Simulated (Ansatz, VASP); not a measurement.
# One calculation of KHgF2, two programs

```
K Hg F
1.0
     4.18900    0.00000    0.00000
     0.00000    4.18900    0.00000
     0.00000    0.00000    4.03508
K Hg F
1 1 2
Cartesian
  2.0945 2.0945 2.0175
  0.0000 0.0000 0.0000
  2.0945 0.0000 0.0000
  0.0000 2.0945 0.0000
```

Alike in both runs: task relaxation of cell and atoms; functional PBE; k mesh 4 × 4 × 4; occupations gaussian, width 0.1 eV; no spin polarisation.

|  | VASP | Ansatz |
| --- | --- | --- |
| version | VASP 6.6.1 | Ansatz 0.2.0 |
| potentials or method | VASP PAW PBE potentials, release 64 (K_sv, Hg, F), cutoff 600 eV | scalar-relativistic, plane waves, PAW |
| valence electrons in the cell | 35 | 43 |

VASP gave:

| Item | Value |
| --- | --- |
| gap on the k mesh at the Fermi level, each at its own relaxed structure (eV) | none |
| relaxed volume (Å³/atom) | 19.66 |
| relaxed length of the cell vector where the two differ most in proportion (Å) | 4.863 |

Problem. Which values does Ansatz return?

Solution. gap on the k mesh at the Fermi level, each at its own relaxed structure (eV): none; relaxed volume (Å³/atom): 19.83; relaxed length of the cell vector where the two differ most in proportion (Å): 4.885.

A gap of «none» marks a metal or a gap that the smearing closes. VASP's potentials hold 35 valence electrons a cell and Ansatz's 43, so a difference there can come from the potentials and not from the codes.

The k mesh is coarse, so the values compare programs but aren't converged. Neither program's run includes spin-orbit coupling.
